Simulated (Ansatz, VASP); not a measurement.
InAs: VASP beside Ansatz

```
In As
1.0
     3.04390    3.04390    0.00000
    -3.04390    3.04390    0.00000
     0.00000    3.04390    3.04390
In As
1 1
Direct
  0.00000 0.00000 0.00000
  0.75000 0.25000 0.50000
```

Alike in both runs: functional PBEsol; k mesh 12 × 12 × 12; occupations fermi-dirac, width 0.08 eV; no spin polarisation.

Ansatz relaxed the structure, and its values are those at the end. VASP's run is a single point on that final structure, the one shown.

|  | VASP | Ansatz |
| --- | --- | --- |
| version | VASP 6.6.1 | Ansatz 0.2.0 |
| potentials or method | VASP PAW PBE potentials, release 64 (In_d, As) | PAW with Ansatz's default frozen-core files, scalar-relativistic |
| plane-wave cutoff (eV) | 500 | 420 |
| valence electrons in the cell | 18 | 28 |

VASP gave:

```
pressure (GPa) : 0.1
```

Question: What did Ansatz give for the same quantities?

Answer: Pressure (GPa): 0.0.

VASP's potentials were made for PBE, not for PBEsol. VASP's potentials hold 18 valence electrons a cell and Ansatz's 28, so a difference there can come from the potentials and not from the codes.
